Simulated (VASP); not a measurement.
# Au (Fm-3m) in VASP: notebook, part 3 of 3

VASP 6.6.1. The steps go on from the part before.

### Step 5. Relaxation of cell and atoms, PBE, target pressure 55 GPa, at which the enthalpy is minimised

File INCAR:

```
SYSTEM = Au
  PREC = Accurate
  ENCUT = 600
  EDIFF = 1E-7
  ISMEAR = -1
  SIGMA = 0.1
  LREAL = .FALSE.
  LASPH = .TRUE.
  NELM = 60
  ALGO = Normal
  ISIF = 3
  LWAVE = .FALSE.
  LCHARG = .FALSE.
  GGA = PE
  IBRION = 2
  NSW = 60
  EDIFFG = -0.005
  PSTRESS = 550.0
```

File KPOINTS:

```
Automatic mesh
0
G
  17 17 17
  0 0 0
```

File POSCAR:

```
Au
1.0
    0.0000000000      1.9371234238      1.9371234238
    1.9371234238      0.0000000000      1.9371234238
    1.9371234238      1.9371234238      0.0000000000
Au
1
Direct
    0.0000000000      0.0000000000      0.0000000000
```

Potentials or basis: VASP PAW PBE potentials, release 64 (Au).

Launch:

```sh
$ cat potpaw_PBE.64/Au/POTCAR > POTCAR
$ mpirun -np 1 vasp_std > vasp.out
```

OUTCAR:

```text
SYSTEM = Au
   PREC = Accurate
   ENCUT = 600
   EDIFF = 1E-7
   ISMEAR = -1
   LREAL = .FALSE.
   LASPH = .TRUE.
   NELM = 60
   ISIF = 3
   GGA = PE
   IBRION = 2
   NSW = 60
   EDIFFG = -0.005
   PSTRESS = 550.0

 ion  position               nearest neighbor table
   1  0.000  0.000  0.000-

  LATTYP: Found a face centered cubic cell.
 ALAT       =     3.8742468476

  Lattice vectors:

 A1 = (   0.0000000000,   1.9371234238,   1.9371234238)
 A2 = (   1.9371234238,   0.0000000000,   1.9371234238)
 A3 = (   1.9371234238,   1.9371234238,   0.0000000000)

Analysis of symmetry for initial positions (statically):
=====================================================================
 Subroutine PRICEL returns:
 Original cell was already a primitive cell.

 Routine SETGRP: Setting up the symmetry group for a
 face centered cubic supercell.

 Subroutine GETGRP returns: Found 48 space group operations
 (whereof 48 operations were pure point group operations)
 out of a pool of 48 trial point group operations.

The static configuration has the point symmetry O_h .

Analysis of symmetry for dynamics (positions and initial velocities):
=====================================================================
 Subroutine PRICEL returns:
 Original cell was already a primitive cell.

 Routine SETGRP: Setting up the symmetry group for a
 face centered cubic supercell.

 Subroutine GETGRP returns: Found 48 space group operations
 (whereof 48 operations were pure point group operations)
 out of a pool of 48 trial point group operations.

The dynamic configuration has the point symmetry O_h .

 Subroutine INISYM returns: Found 48 space group operations
 (whereof 48 operations are pure point group operations),
 and found     1 'primitive' translations

----------------------------------------------------------------------------------------

                                     Primitive cell

  volume of cell :      14.5379

  direct lattice vectors                    reciprocal lattice vectors
     0.000000000  1.937123424  1.937123424    -0.258114684  0.258114684  0.258114684
     1.937123424  0.000000000  1.937123424     0.258114684 -0.258114684  0.258114684
     1.937123424  1.937123424  0.000000000     0.258114684  0.258114684 -0.258114684

  length of vectors
     2.739506218  2.739506218  2.739506218     0.447067747  0.447067747  0.447067747

  position of ions in fractional coordinates (direct lattice)
     0.000000000  0.000000000  0.000000000

  ion indices of the primitive-cell ions
   primitive index   ion index
                 1           1

----------------------------------------------------------------------------------------

 KPOINTS: Automatic mesh

Automatic generation of k-mesh.
 Grid dimensions read from file:
 generate k-points for:   17   17   17

 Generating k-lattice:

  Cartesian coordinates                     Fractional coordinates (reciprocal lattice)
    -0.015183217  0.015183217  0.015183217     0.058823529  0.000000000  0.000000000
     0.015183217 -0.015183217  0.015183217     0.000000000  0.058823529  0.000000000
     0.015183217  0.015183217 -0.015183217     0.000000000  0.000000000  0.058823529
[... 42 lines left out ...]
   dimension x,y,z NGX =    24 NGY =   24 NGZ =   24
   dimension x,y,z NGXF=    48 NGYF=   48 NGZF=   48
   ions per type =               1
   NGX,Y,Z   is equivalent  to a cutoff of  14.56, 14.56, 14.56 a.u.
   NGXF,Y,Z  is equivalent  to a cutoff of  29.13, 29.13, 29.13 a.u.
 SYSTEM =  Au
   PREC   = accura    normal or accurate (medium, high low for compatibility)
   ISTART =      0    job   : 0-new  1-cont  2-samecut
   ICHARG =      2    charge: 1-file 2-atom 10-const
   ISPIN  =      1    spin polarized calculation?
   LNONCOLLINEAR =      F non collinear calculations
   LSORBIT =      F    spin-orbit coupling
   LASPH  =      T    aspherical Exc in radial PAW
   ENCUT  =  600.0 eV  44.10 Ry    6.64 a.u.   5.47  5.47  5.47*2*pi/ulx,y,z
   NELM   =     60;   NELMIN=  2; NELMDL= -5     # of ELM steps
   EDIFF  = 0.1E-06   stopping-criterion for ELM
   LREAL  =      F    real-space projection
   EDIFFG = -.5E-02   stopping-criterion for IOM
   NSW    =     60    number of steps for IOM
   IBRION =      2    ionic relax: 0-MD 1-quasi-New 2-CG
   NFREE  =      1    steps in history (QN), initial steepest desc. (CG)
   ISIF   =      3    stress and relaxation
   ISYM   =      2    0-nonsym 1-usesym 2-fastsym
   POTIM  = 0.5000    time-step for ionic-motion
   TEBEG  =    0.0;   TEEND  =   0.0 temperature during run
   PSTRESS=  550.0 pullay stress
   NELECT =      11.0000    total number of electrons
   NUPDOWN=      -1.0000    fix difference up-down
   EMIN   =  10.00;   EMAX   =-10.00  energy-range for DOS
   EFERMI =   0.00;   METHOD = LEGACY
   ISMEAR =    -1;   SIGMA  =   0.10  broadening in eV -4-tet -1-fermi 0-gaus
   EFERMI_NEDOS =   21; number of points for ismear=-14 and -15
   IALGO  =     38    algorithm
   IMIX   =      4    mixing-type and parameters
     AMIX     =   0.40;   BMIX     =  1.00
     AMIX_MAG =   1.60;   BMIX_MAG =  1.00
  volume/ion in A,a.u.               =      14.54        98.11
  Fermi-wavevector in a.u.,A,eV,Ry     =   1.491781  2.819058 30.278553  2.225411
  Thomas-Fermi vector in A             =   2.604393
   LORBIT       =      0    0 simple, 1 ext, 2 COOP (PROOUT), +10 PAW based schemes
   GGA     = PE    functional components
   LHFCALC =     F    Hartree Fock is set to
   AEXX    =    0.0000 exact exchange contribution
   IVDW    =     0    specifies the selected vdW correction
   LEPSILON=     F    determine dielectric tensor
   LRPA    =     F    only Hartree local field effects (RPA)
 conjugate gradient relaxation of ions
 non-spin polarized calculation
  energy-cutoff  :      600.00
  volume of cell :       14.54
 maximum number of plane-waves:       531
 NGX is ok and might be reduce to    24
   NGX = 11   NGY = 11   NGZ = 11

--------------------------------------- Ionic step        1  -------------------------------------------

 number of electron      11.0000000 magnetization

 Free energy of the ion-electron system (eV)
  ---------------------------------------------------
  ext. energy  EPLUGINS =         0.00000000
  ---------------------------------------------------
  free energy    TOTEN  =        -2.76758166 eV

  energy without entropy =       -2.76085107  energy(sigma->0) =       -2.76421636

------------------------ aborting loop because EDIFF is reached ----------------------------------------

  FORCE on cell =-STRESS in cart. coord.  units (eV):
  Direction    XX          YY          ZZ          XY          YZ          ZX
  --------------------------------------------------------------------------------------
  -------------------------------------------------------------------------------------
  Total        4.9339892      4.9339892      4.9339892     -0.0000000      0.0000000      0.0000000
  in kB      543.7595612    543.7595612    543.7595612     -0.0000000      0.0000000      0.0000000
  external PRESSURE =      -6.2404388 kB  Pullay stress =     550.0000000 kB
[... 61 lines left out ...]
--------------------------------------- Ionic step        3  -------------------------------------------

 number of electron      11.0000000 magnetization

 Free energy of the ion-electron system (eV)
  ---------------------------------------------------
  ext. energy  EPLUGINS =         0.00000000
  ---------------------------------------------------
  free energy    TOTEN  =        -2.76000997 eV

  energy without entropy =       -2.75330798  energy(sigma->0) =       -2.75665897

 E-fermi :  12.5366     XC(G=0): -13.6987

 val. band max:       12.4900225898   @ k =  -0.4118   0.1176   0.0000
 cond. band min:      12.5604018214   @ k =   0.4706   0.4118   0.0000
 fundamental gap:      0.0703792316
 Fermi energy:        12.5365947566

 k-point     1 :       0.0000    0.0000    0.0000
  band No.  band energies     occupation
      1       0.7176      2.00000
      2       6.7373      2.00000
      3       6.7373      2.00000
      4       6.7373      2.00000
      5       8.7416      2.00000
      6       8.7416      2.00000
      7      26.5554      0.00000
      8      31.4938      0.00000
      9      31.4938      0.00000
[... 265 lines left out ...]
 k-point    24 :      -0.1176    0.0588    0.0000
  band No.  band energies     occupation
      1       1.5720      2.00000
      2       6.4115      2.00000
      3       7.0244      2.00000
      4       7.0576      2.00000
      5       8.4480      2.00000
      6       8.8247      2.00000
      7      27.6560      0.00000
      8      28.4797      0.00000
      9      31.7225      0.00000

 [... further k-points ...]

------------------------ aborting loop because EDIFF is reached ----------------------------------------

  FORCE on cell =-STRESS in cart. coord.  units (eV):
  Direction    XX          YY          ZZ          XY          YZ          ZX
  --------------------------------------------------------------------------------------
  -------------------------------------------------------------------------------------
  Total        4.9855459      4.9855459      4.9855459      0.0000000      0.0000000     -0.0000000
  in kB      550.2812379    550.2812379    550.2812379      0.0000000      0.0000000     -0.0000000
  external PRESSURE =       0.2812379 kB  Pullay stress =     550.0000000 kB
[... 20 lines left out ...]
  energy  without entropy=       -2.7533079777  energy(sigma->0) =       -2.75665897

  enthalpy is  TOTEN    =         2.2229878757 eV   P V=        4.9829978476

 reached required accuracy - stopping structural energy minimisation
```

CONTCAR:

```text
Au
   1.00000000000000
     0.0000000000000000    1.9361375101764444    1.9361375101764444
     1.9361375101764444    0.0000000000000000    1.9361375101764444
     1.9361375101764444    1.9361375101764444    0.0000000000000000
  Au
     1
Direct
     0.0000000000000000    0.0000000000000000    0.0000000000000000

  0.00000000E+00  0.00000000E+00  0.00000000E+00
```

Run time: 19 s. Hardware: 1 thread of Intel Xeon 6975P-C (Granite Rapids), shared host; peak memory 0.17 GiB.

What came out:

| Quantity | Value |
| --- | --- |
| Free energy | -2.7600 eV |
| Relaxed volume | 14.52 Å³/atom |
| Relaxed cell | a = 2.738 Å, b = 2.738 Å, c = 2.738 Å, α = 60.00°, β = 60.00°, γ = 60.00° |
| Space group after relaxing (to 0.1 Å) | Fm-3m (No. 225) |
| Energy change on relaxing (the run minimises the enthalpy) | +7.6 meV/atom |
| Ionic steps | 3 |
| Pressure after relaxing | 55.0 GPa |
| Band gap on the k mesh | zero (an odd number of electrons rules out a gap without spin polarisation) |

Step by step:
```tsv
step	energy change (eV)	largest force (eV/Å)	pressure (GPa)	volume (Å³)
1	0.0000	0.0000	54.38	14.54
2	0.0416	0.0000	57.84	14.42
3	0.0076	0.0000	55.03	14.52
```

Final structure:
```cif
data_structure
_symmetry_space_group_name_H-M 'P 1'
_symmetry_Int_Tables_number 1
_cell_length_a 2.7381
_cell_length_b 2.7381
_cell_length_c 2.7381
_cell_angle_alpha 60.000
_cell_angle_beta 60.000
_cell_angle_gamma 60.000
_cell_volume 14.52
loop_
_atom_site_label
_atom_site_type_symbol
_atom_site_fract_x
_atom_site_fract_y
_atom_site_fract_z
_atom_site_occupancy
Au1 Au 0.00000 0.00000 0.00000 1
```

Caveat: the cell is relaxed towards a set pressure, so the run minimises the enthalpy, not the energy; spin-orbit coupling is left out, which moves the levels of the heavy elements.

### Step 6. Overview

```tsv
task	cell	cutoff (eV)	gap on the mesh (eV)	pressure (GPa)
single point	a = 2.739 Å, angles 60.0°, 1 atom	520	none	54.6
relaxation of cell and atoms	relaxed to 55 GPa from a = 2.739 Å, angles 60.0°, 1 atom	600	none	55.0
relaxation of cell and atoms	relaxed to 55 GPa from a = 2.740 Å, angles 60.0°, 1 atom	600	none	55.0
```

Alike in all rows: level PBE; potentials or basis VASP PAW PBE potentials, release 64 (Au); no spin polarisation; k mesh 17 × 17 × 17; smearing fermi-dirac 0.1 eV.

Caveats: spin-orbit coupling is left out, which moves the levels of the heavy elements; the cell is relaxed towards a set pressure, so the run minimises the enthalpy, not the energy (at least some runs); the cell stands under pressure (at least some runs).

Absolute energies hang on the potentials; compare differences alone.
